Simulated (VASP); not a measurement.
Set up this calculation in VASP 6.6.1, as the native input.

```yaml
Task: single point
Functional: PBE
Potentials_or_basis: VASP PAW PBE potentials, release 64 (Mg, Cd, Te)
Cutoff: 520 eV
k_mesh: 4 × 4 × 2
Occupations: gaussian, width 0.2 eV
Spin: no spin polarisation
Dipole_correction: no
Further_INCAR_settings: ALGO = Fast; EDIFF = 1e-07; NBANDS = 34
```

The structure of Mg3Cd2Te3 lies in POSCAR:

```
Mg3Cd2Te3
1.0
    6.2636628855      0.0000000000      0.0000000000
    0.0000000000      4.3335437413      0.0000000000
    0.0000000000      0.0000000000      8.1147044458
Mg Cd Te
3 2 3
Direct
    0.5000000000      0.5000000000      0.2345282362
    0.5000000000      0.5000000000      0.7654717638
    0.0000000000      0.5000000000      0.5000000000
    0.0000000000      0.0000000000      0.2518996277
    0.0000000000      0.0000000000      0.7481003723
    0.0000000000      0.5000000000      0.0000000000
    0.5000000000      0.0000000000      0.5000000000
    0.5000000000      0.0000000000      0.0000000000
```

The cell was built from a structure type or drawn by symmetry, and may not be a known phase.

These files were run (other wordings do the same):

INCAR

```
SYSTEM = Mg3Cd2Te3
  PREC = Accurate
  ENCUT = 520
  EDIFF = 1E-7
  ISMEAR = 0
  SIGMA = 0.2
  LREAL = .False.
  LASPH = .True.
  NELM = 100
  ALGO = Fast
  ISIF = 2
  LWAVE = .False.
  LCHARG = .True.
  GGA = PE
  LELF = .True.
  LVHAR = .True.
  NBANDS = 34
```

KPOINTS

```
Automatic mesh
0
Gamma
  4 4 2
  0 0 0
```

Potentials or basis: VASP PAW PBE potentials, release 64 (Mg, Cd, Te).

Run with:

```console
$ cat potpaw_PBE.64/Mg/POTCAR potpaw_PBE.64/Cd/POTCAR potpaw_PBE.64/Te/POTCAR > POTCAR
$ mpirun -np 1 vasp_std > vasp.out
```

It gave:

The pressure is 0.3 GPa. The largest force is 0.042 eV/Å and the band gap on the k mesh is zero (bands 24 and 25 overlap by 1.63 eV).

Caveat: the k points lie up to 0.39 Å⁻¹ apart, too coarse for converged energies and pressures of a metal; spin-orbit coupling is left out, which moves the levels of the heavy elements.

It took 60 s on 1 thread of Intel(R) Xeon(R) 6975P-C (Granite Rapids), with other jobs on the host, peak memory 0.37 GiB.
